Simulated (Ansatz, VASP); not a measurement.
**SnTe: VASP beside Ansatz**

Contents of POSCAR:

```
SnTe
1.0
    0.0000000000      3.6111460000      3.6111460000
    3.6111460000      0.0000000000      3.6111460000
    3.6111460000      3.6111460000      0.0000000000
Te Sn
1 1
Direct
    0.2500000000      0.2500000000      0.2500000000
    0.0000000000      0.0000000000      0.0000000000
```

File INCAR.step1:

```
PREC = Accurate ; ENCUT = 520
EDIFF = 1E-5 ; ISMEAR = -1
SIGMA = 0.05 ; LREAL = F
LASPH = T ; NELM = 80
ALGO = Normal ; ISIF = 2
LWAVE = T ; LCHARG = F
NBANDS = 17 ; GGA = PE
```

INCAR.step2

```
PREC = Accurate ; ENCUT = 520
EDIFF = 1E-7 ; ISMEAR = -1
SIGMA = 0.05 ; LREAL = F
LASPH = T ; NELM = 80
ALGO = Normal ; ISIF = 2
LWAVE = F ; LCHARG = F
GGA = PE ; LHFCALC = T
HFSCREEN = 0.2079 ; PRECFOCK = Normal
NBANDS = 17 ; ISTART = 1
```

KPOINTS

```
regular mesh
0
Gamma
  4 4 4
```

Contents of input:

```
crystal:
  lattice:
    - [0.0, 3.611146, 3.611146]
    - [3.611146, 0.0, 3.611146]
    - [3.611146, 3.611146, 0.0]
  atoms:
    - { symbol: Te, position: [0.25, 0.25, 0.25] }
    - { symbol: Sn, position: [0.0, 0.0, 0.0] }
hamiltonian:
  xc: hse06
  pseudopotentials: { kind: paw }
kpoints:
  mp_grid: { grid: [4, 4, 4] }
  band_path:
    path:
      - [[0.0, 0.0, 0.0], [0.5, 0.0, 0.5], [0.5, 0.25, 0.75], [0.375, 0.375, 0.75], [0.0, 0.0, 0.0], [0.5, 0.5, 0.5], [0.625, 0.25, 0.625], [0.5, 0.25, 0.75], [0.5, 0.5, 0.5], [0.375, 0.375, 0.75]]
      - [[0.625, 0.25, 0.625], [0.5, 0.0, 0.5]]
    npoints: 4
scf:
  occupations: { method: fermi_dirac, width: 0.05 }
  n_extra_bands: 6
output:
  forces: true
  stress: true
  eigenvalues: true
  fatbands: false
```

Alike in both runs: functional HSE06; k mesh 4 × 4 × 4; occupations fermi-dirac, width 0.05 eV; no spin polarisation.

```csv
,VASP,Ansatz
version,VASP 6.6.1,Ansatz 0.2.0
potentials or method,"VASP PAW PBE potentials, release 64 (Te, Sn_d)",Ansatz PAW
plane-wave cutoff (eV),520,420
valence electrons in the cell,20,30
task,single point,band structure
```

|  | VASP | Ansatz | Ansatz less VASP |
| --- | --- | --- | --- |
| gap on the k mesh at the Fermi level (eV) | 0.37 | 0.38 | +0.015 |
| least direct gap on the mesh (eV) | 1.14 | 1.16 | +0.016 |
| pressure (GPa) | -0.7 | -0.6 | +0.14 |

The functional is the same, so the differences come from potentials, cutoffs and numerics. VASP's potentials hold 20 valence electrons a cell and Ansatz's 30, so a difference there can come from the potentials and not from the codes.

Spin-orbit coupling is off throughout.
